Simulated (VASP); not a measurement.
# Si16C15 (a cell with a defect) in VASP: a series of runs, part 2 of 2

VASP 6.6.1. The steps go on from the part before.

## (3) Single point, LDA, collinear spin (atoms taken out, then relaxed in part)

INCAR reads:

```
  PREC = Accurate
  ENCUT = 520
  EDIFF = 1E-6
  ISMEAR = 0
  SIGMA = 0.01
  LREAL = Auto
  LASPH = True
  NELM = 150
  ALGO = Normal
  ISIF = 2
  LWAVE = False
  LCHARG = True
  ISPIN = 2
  MAGMOM = 0.25 0 0 0 0 0 0 0 0.25 0.25 0 0.25 0 0 0 0 0 0 0 0 0 0 0 0 0 0 0 0 0 0 0
  LORBIT = 11
  LELF = True
  LVHAR = True
  NBANDS = 87
  NELECT = 125.0
```

KPOINTS reads:

```
Automatic mesh
0
Gamma
  2 2 2
```

POSCAR reads:

```
Si16C15
1.0
    3.0584217931     -5.2973419482      0.0000000000
   -6.1168435962      0.0000000057      0.0000000000
    0.0000000000      0.0000000000    -10.0121483307
Si C
16 15
Direct
    0.3336975163      0.1679730264      0.0642236451
    0.8329745188      0.1664611892      0.0622591281
    0.3352169727      0.6686937539      0.0622627972
    0.8330089316      0.6686440331      0.0622719371
    0.1673875461      0.3342761742      0.5625684326
    0.6665471695      0.3342908665      0.5625995749
    0.1673808849      0.8351346470      0.5625842162
    0.6670530277      0.8344974631      0.5621437337
    0.0139480936      0.0080011975      0.3127454381
    0.4936667663      0.0081733847      0.3128108178
    0.0004824237      0.5012901472      0.3112471000
    0.4935156784      0.4872848891      0.3127547869
    0.5006984732      0.5018104051      0.8123086883
    1.0004294895      0.5012406869      0.8126057128
    0.5006947998      1.0009369538      0.8123184261
    0.9997657988      1.0009068778      0.8122970110
    0.8346049386      0.1696057704      0.2499920894
    0.3321237848      0.6671367385      0.2499927805
    0.8346293572      0.6670935466      0.2500009085
    0.1668682613      0.3347166718      0.7505168086
    0.6674735399      0.3347525941      0.7505430408
    0.1668736771      0.8341980592      0.7505293635
    0.6670455411      0.8345379923      0.7489487994
    0.5010276044      0.5023618811      0.5017233001
    1.0004269745      0.5012413264      0.4997362555
    0.5010488964      1.0006656088      0.5017395817
    0.9992299912      1.0006240768      0.5016879036
   -0.0017660123      0.0001785371      0.9979051535
    0.5014447382      0.0002401053      0.9979221303
    0.0004118982      0.5012619701      0.9993648868
    0.5014948273      0.5034294034      0.9979024637
```

Potentials or basis: VASP PAW LDA potentials, release 64 (Si, C).

On the command line:

```bash
$ cat potpaw_LDA.64/Si/POTCAR potpaw_LDA.64/C/POTCAR > POTCAR
$ mpirun -np 1 vasp_std > vasp.out
```

OUTCAR:

```text
PREC = Accurate
   ENCUT = 520
   EDIFF = 1E-6
   ISMEAR = 0
   LREAL = Auto
   LASPH = True
   NELM = 150
   ISIF = 2
   ISPIN = 2
   LORBIT = 11
   NELECT = 125.0

 ion  position               nearest neighbor table
   1  0.334  0.168  0.064-  31 1.90  28 1.90  29 1.90  12 3.01   9 3.01  10 3.01   3 3.06   2 3.06
                             4 3.06   4 3.06   2 3.06   3 3.06  13 3.08  16 3.08  15 3.08
   2  0.833  0.166  0.062-  29 1.87  28 1.87  17 1.88  30 1.88   3 3.04   4 3.05   1 3.06   1 3.06
                            15 3.06  11 3.06  16 3.06  14 3.06   4 3.07   3 3.07   9 3.09  10 3.09
   3  0.335  0.669  0.062-  29 1.87  31 1.87  18 1.88  30 1.88   2 3.04   4 3.05   1 3.06   1 3.06
                            11 3.06  15 3.06  13 3.06  14 3.06   4 3.07   2 3.07  10 3.09  12 3.09
   4  0.833  0.669  0.062-  31 1.87  28 1.87  19 1.88  30 1.88   3 3.05   2 3.05   1 3.06   1 3.06
                            11 3.06  16 3.06  13 3.06  14 3.07   2 3.07   3 3.07   9 3.09  12 3.09
   5  0.167  0.334  0.563-  24 1.87  27 1.87  25 1.88  20 1.88  12 3.04   9 3.04   7 3.05   6 3.05
                             8 3.06   8 3.06  13 3.06  16 3.06   6 3.06   7 3.06  14 3.07  11 3.08
   6  0.667  0.334  0.563-  24 1.87  26 1.87  25 1.88  21 1.88  10 3.04  12 3.04   5 3.05   7 3.05
                             8 3.06   8 3.06  13 3.06  15 3.06   7 3.06   5 3.06  14 3.06  11 3.08
[... 1536 lines left out ...]
     3.058421793 -5.297341948  0.000000000    -0.000000000 -0.188773919  0.000000000
    -6.116843596  0.000000006  0.000000000    -0.163483010 -0.094386959  0.000000000
     0.000000000  0.000000000-10.012148331     0.000000000  0.000000000 -0.099878664

 POSITION                                       TOTAL-FORCE (eV/Angst)
 -----------------------------------------------------------------------------------
     -0.00688     -1.76771     -0.64302        -0.000911      0.000119     -0.021186
      1.52937     -4.41255     -0.62335         0.021484      0.010463     -0.006071
     -3.06506     -1.77576     -0.62338         0.001693     -0.023202     -0.009557
     -1.54230     -4.41273     -0.62348        -0.021455      0.011578     -0.005086
     -1.53277     -0.88671     -5.63252        -0.014951      0.011829      0.009601
     -0.00622     -3.53093     -5.63283         0.001406     -0.018252      0.009296
[... 23 lines left out ...]
     -3.06488     -0.00218    -10.00579        -0.002211     -0.001785     -0.018438
     -1.54562     -2.65659     -9.99115         0.001832      0.002827     -0.015158
 -----------------------------------------------------------------------------------
    total drift:                                0.025406      0.003313     -0.017778

  FREE ENERGIE OF THE ION-ELECTRON SYSTEM (eV)
  ---------------------------------------------------
  free  energy   TOTEN  =      -241.7201353012 eV

  energy  without entropy=     -241.7191717831  energy(sigma->0) =     -241.71965354

 total charge

# of ion       s       p       d       tot
------------------------------------------
    1        0.738   0.954   0.000   1.693
    2        0.714   1.004   0.000   1.719
    3        0.714   1.004   0.000   1.719
    4        0.714   1.004   0.000   1.719
    5        0.715   1.007   0.000   1.721
    6        0.715   1.007   0.000   1.722
[... 23 lines left out ...]
   30        0.830   1.738   0.000   2.568
   31        0.830   1.733   0.000   2.563
--------------------------------------------------
tot         24.054  41.667   0.000  65.721

 magnetization (x)

# of ion       s       p       d       tot
------------------------------------------
    1        0.011   0.033   0.000   0.045
    2        0.000   0.000   0.000   0.000
    3        0.000   0.000   0.000   0.000
    4        0.000   0.000   0.000   0.000
    5        0.000  -0.000   0.000  -0.000
    6        0.000  -0.000   0.000  -0.000
[... 23 lines left out ...]
   30       -0.000   0.000   0.000  -0.000
   31        0.001   0.005   0.000   0.006
--------------------------------------------------
tot          0.020   0.089   0.000   0.109
```

stdout:

```text
POSCAR found type information on POSCAR SiC
 POSCAR found :  2 types and      31 ions
 scaLAPACK will be used
 LDA part: xc-table for (Slater(with rela. corr.)+CA(PZ))
 , standard interpolation
 POSCAR, INCAR and KPOINTS ok, starting setup
 FFT: planning ... GRIDC
 FFT: planning ... GRID_SOFT
 FFT: planning ... GRID
 WAVECAR not read
 entering main loop
 the old and the new charge density differ
 old charge density:   124.00000 new  125.00000
    0.359E+01
```

It took 20 min on 1 thread of Oxide Virtual Turin-like, shared host; peak memory 0.49 GiB.

What came out:

```
Free energy                                           : -241.7201 eV
Largest force                                         : 0.025 eV/Å
Net moment                                            : 0.25 μB per cell
Site moments                                          : Si +0.04, +0.00, -0.00, +0.01 (each value once); C -0.00, +0.01 (each value once) μB
Valence electrons inside the program's atomic spheres : Si 1.69, 1.72, 1.73, 1.65 (each value once); C 2.53, 2.57, 2.58, 2.56 (each value once)
```

Forces on the atoms (eV/Å):
```
Si  -0.001  0.000 -0.021
Si   0.021  0.010 -0.006
Si   0.002 -0.023 -0.010
Si  -0.021  0.012 -0.005
Si  -0.015  0.012  0.010
Si   0.001 -0.018  0.009
Si   0.014  0.010  0.011
Si  -0.004 -0.004  0.011
Si  -0.001 -0.019  0.010
Si  -0.008  0.013  0.015
Si   0.000  0.000 -0.014
Si   0.004  0.010  0.016
Si   0.006  0.003 -0.004
Si   0.000  0.001  0.018
Si  -0.005  0.003 -0.003
Si   0.000 -0.007 -0.007
C    0.018  0.007 -0.003
C    0.007 -0.017 -0.008
C   -0.008  0.009 -0.001
C   -0.001 -0.004  0.007
C   -0.004  0.004  0.008
C   -0.005 -0.005  0.010
C   -0.005  0.000 -0.005
C   -0.007  0.000  0.009
C   -0.002 -0.004  0.000
C    0.010 -0.002  0.003
C    0.001  0.007  0.001
C    0.001  0.001 -0.011
C    0.004  0.001 -0.008
C   -0.002 -0.002 -0.018
C    0.002  0.003 -0.015
```

Levels at points of the mesh, in eV from the Fermi level:
Spin up:
```csv
k point,band 61,band 62,band 63,band 64,band 65,band 66
"(0.00, 0.00, 0.00)",-2.17,-0.39,0.16,0.16,0.29,0.29
"(0.50, 0.00, 0.00)",-2.51,-1.41,-0.32,0.88,1.64,1.73
"(0.00, 0.50, 0.00)",-2.50,-1.41,-0.32,0.88,1.64,1.73
"(0.50, 0.50, 0.00)",-2.51,-1.41,-0.32,0.88,1.64,1.73
"(0.00, 0.00, 0.50)",-2.22,-0.90,0.46,0.46,0.57,0.57
"(0.50, 0.00, 0.50)",-2.82,-1.18,0.00,0.75,1.79,1.85
"(0.00, 0.50, 0.50)",-2.81,-1.18,0.00,0.74,1.79,1.85
"(0.50, 0.50, 0.50)",-2.81,-1.18,0.00,0.74,1.79,1.85
```
Spin down:
| k point | band 58 | band 59 | band 60 | band 61 | band 62 | band 63 | band 64 | band 65 | band 66 | band 67 |
| --- | --- | --- | --- | --- | --- | --- | --- | --- | --- | --- |
| (0.00, 0.00, 0.00) | -2.63 | -2.43 | -2.17 | -2.17 | -0.34 | 0.17 | 0.17 | 0.29 | 0.29 | 0.68 |
| (0.50, 0.00, 0.00) | -3.26 | -2.91 | -2.81 | -2.50 | -1.38 | -0.24 | 0.91 | 1.65 | 1.73 | 1.75 |
| (0.00, 0.50, 0.00) | -3.26 | -2.91 | -2.81 | -2.50 | -1.38 | -0.24 | 0.91 | 1.65 | 1.73 | 1.75 |
| (0.50, 0.50, 0.00) | -3.26 | -2.91 | -2.81 | -2.50 | -1.38 | -0.24 | 0.91 | 1.65 | 1.73 | 1.75 |
| (0.00, 0.00, 0.50) | -2.52 | -2.52 | -2.21 | -2.21 | -0.82 | 0.47 | 0.47 | 0.58 | 0.58 | 0.93 |
| (0.50, 0.00, 0.50) | -2.98 | -2.96 | -2.89 | -2.81 | -1.15 | 0.08 | 0.78 | 1.80 | 1.85 | 1.89 |
| (0.00, 0.50, 0.50) | -2.98 | -2.96 | -2.89 | -2.81 | -1.15 | 0.08 | 0.77 | 1.80 | 1.85 | 1.89 |
| (0.50, 0.50, 0.50) | -2.98 | -2.96 | -2.89 | -2.81 | -1.15 | 0.08 | 0.77 | 1.80 | 1.85 | 1.89 |

Caveat: the k points lie up to 0.59 Å⁻¹ apart; the cell carries a net charge on a neutralising background, which shifts energy and pressure; the cell differs from its parent crystal (atoms taken out, then relaxed in part); the cell is charged against a uniform background, so pressure and absolute levels hang on convention.

## (4) Single point, LDA, collinear spin (atoms taken out, then relaxed in part)

INCAR reads:

```
SYSTEM = Si16C15
PREC = Accurate
ENCUT = 520
EDIFF = 1E-7
ISMEAR = 0
SIGMA = 0.01
LREAL = Auto
LASPH = .TRUE.
NELM = 150
ALGO = Normal
ISIF = 2
LWAVE = .FALSE.
LCHARG = .FALSE.
ISPIN = 2
MAGMOM = 0.25 0 0 0 0 0 0 0 0.25 0.25 0 0.25 0 0 0 0 0 0 0 0 0 0 0 0 0 0 0 0 0 0 0
LORBIT = 11
GGA = CA
NELECT = 123.0
NBANDS = 87
```

KPOINTS reads:

```
Automatic mesh
0
G
  2 2 2
  0 0 0
```

POSCAR reads:

```
Si16C15
1.0
    3.0584217931     -5.2973419482      0.0000000000
   -6.1168435962      0.0000000057      0.0000000000
    0.0000000000      0.0000000000    -10.0121483307
Si C
16 15
Direct
    0.3351141948      0.1685849468      0.0585658250
    0.8351617843      0.1702541158      0.0617826934
    0.3315583066      0.6667921008      0.0615694950
    0.8351996191      0.6669954546      0.0617717641
    0.1668380166      0.3351580085      0.5627716113
    0.6676760046      0.3348709751      0.5626025612
    0.1668132790      0.8337720672      0.5627819009
    0.6672060054      0.8346376738      0.5611563601
   -0.0086824344     -0.0032903293      0.3131828723
    0.5028801980     -0.0043708184      0.3126699486
   -0.0004521507      0.5008017833      0.3139263297
    0.5029496224      0.5093439643      0.3126603725
    0.4998737073      0.4994819910      0.8116819049
    1.0005574033      0.5013091913      0.8115490145
    0.4998541443      1.0024142258      0.8116862014
    1.0031740107      1.0026341226      0.8119381953
    0.8343282847      0.1703687696      0.2491839864
    0.3294012594      0.6656964951      0.2489143565
    0.8343916428      0.6660736777      0.2491763404
    0.1675363671      0.3347889595      0.7507260513
    0.6671487316      0.3345815156      0.7505583502
    0.1675102805      0.8348121437      0.7507378101
    0.6679285342      0.8349819034      0.7525205574
    0.4993063503      0.4992291405      0.4992851566
    1.0002853774      0.5011932415      0.5001807042
    0.4992890871      1.0021306266      0.4992888886
    1.0028637041      1.0024829981      0.4993527841
    0.0018911952      0.0019930888      1.0028141332
    0.5006437724      0.0016024586      1.0021885649
    0.0004973777      0.5012723040      0.9990903827
    0.5006624331      0.5010631819      1.0021917947
```

On the command line:

```bash
$ cat potpaw_LDA.64/Si/POTCAR potpaw_LDA.64/C/POTCAR > POTCAR
$ mpirun -np 1 vasp_std > vasp.out
```

Run time: 22 min. Hardware: 1 thread of Oxide Virtual Turin-like, shared host; peak memory 0.49 GiB.

It converged, with:

- Free energy: -260.9969 eV
- Largest force: 0.020 eV/Å
- Net moment: 0.25 μB per cell
- Site moments: Si -0.00, +0.00, +0.01, +0.03 (each value once); C +0.00, -0.00, +0.01 (each value once) μB
- Valence electrons inside the program's atomic spheres: Si 1.65, 1.71, 1.70, 1.67, 1.66, 1.69 (each value once); C 2.55, 2.56, 2.54, 2.57 (each value once)

Forces on the atoms (eV/Å):
```
Si   0.002  0.009 -0.018
Si   0.003 -0.001  0.003
Si   0.000 -0.002  0.006
Si  -0.003  0.000  0.000
Si   0.002  0.000 -0.001
Si   0.001  0.001  0.000
Si   0.000 -0.002 -0.001
Si  -0.001  0.000  0.006
Si  -0.001  0.000  0.002
Si  -0.011 -0.010  0.003
Si  -0.001  0.007 -0.004
Si   0.010 -0.009  0.000
Si   0.001  0.003 -0.005
Si   0.000  0.000 -0.008
Si  -0.002  0.003 -0.001
Si   0.001 -0.002 -0.003
C    0.000 -0.003  0.001
C    0.001  0.004  0.002
C    0.009 -0.004 -0.004
C   -0.004 -0.002  0.002
C   -0.006 -0.003  0.004
C   -0.002 -0.004  0.005
C    0.002  0.004  0.011
C    0.011  0.010 -0.007
C   -0.002 -0.003  0.007
C   -0.008  0.007 -0.005
C    0.002 -0.002 -0.007
C    0.002  0.010  0.014
C    0.011 -0.007 -0.001
C   -0.004  0.000  0.000
C   -0.009 -0.004 -0.001
```

Levels at points of the mesh, in eV from the Fermi level:
Spin up:
```tsv
k point	band 59	band 60	band 61	band 62	band 63	band 64	band 65	band 66
(0.00, 0.00, 0.00)	-1.29	-0.93	-0.93	0.76	1.49	1.50	1.62	1.62
(0.50, 0.00, 0.00)	-1.72	-1.60	-1.36	-0.21	1.04	2.14	2.86	3.01
(0.00, 0.50, 0.00)	-1.72	-1.60	-1.36	-0.24	1.04	2.16	2.86	3.01
(0.50, 0.50, 0.00)	-1.72	-1.60	-1.36	-0.24	1.04	2.16	2.86	3.01
(0.00, 0.00, 0.50)	-1.41	-0.96	-0.96	0.29	1.80	1.80	1.89	1.90
(0.50, 0.00, 0.50)	-1.72	-1.66	-1.63	0.01	1.35	1.98	3.12	3.16
(0.00, 0.50, 0.50)	-1.72	-1.66	-1.63	-0.01	1.36	2.00	3.12	3.16
(0.50, 0.50, 0.50)	-1.72	-1.66	-1.63	-0.01	1.36	2.00	3.12	3.16
```
Spin down:
```csv
k point,band 59,band 60,band 61,band 62,band 63,band 64
"(0.00, 0.00, 0.00)",-1.28,-0.93,-0.93,0.78,1.50,1.50
"(0.50, 0.00, 0.00)",-1.71,-1.59,-1.36,-0.15,1.06,2.23
"(0.00, 0.50, 0.00)",-1.72,-1.59,-1.36,-0.14,1.07,2.23
"(0.50, 0.50, 0.00)",-1.72,-1.59,-1.36,-0.14,1.07,2.23
"(0.00, 0.00, 0.50)",-1.41,-0.96,-0.96,0.30,1.80,1.81
"(0.50, 0.00, 0.50)",-1.71,-1.66,-1.60,0.08,1.37,2.06
"(0.00, 0.50, 0.50)",-1.72,-1.66,-1.59,0.08,1.38,2.06
"(0.50, 0.50, 0.50)",-1.72,-1.66,-1.59,0.08,1.38,2.06
```

Caveat: the k points lie up to 0.59 Å⁻¹ apart; the cell carries a net charge on a neutralising background, which shifts energy and pressure; the cell differs from its parent crystal (atoms taken out, then relaxed in part); the cell is charged against a uniform background, so pressure and absolute levels hang on convention.
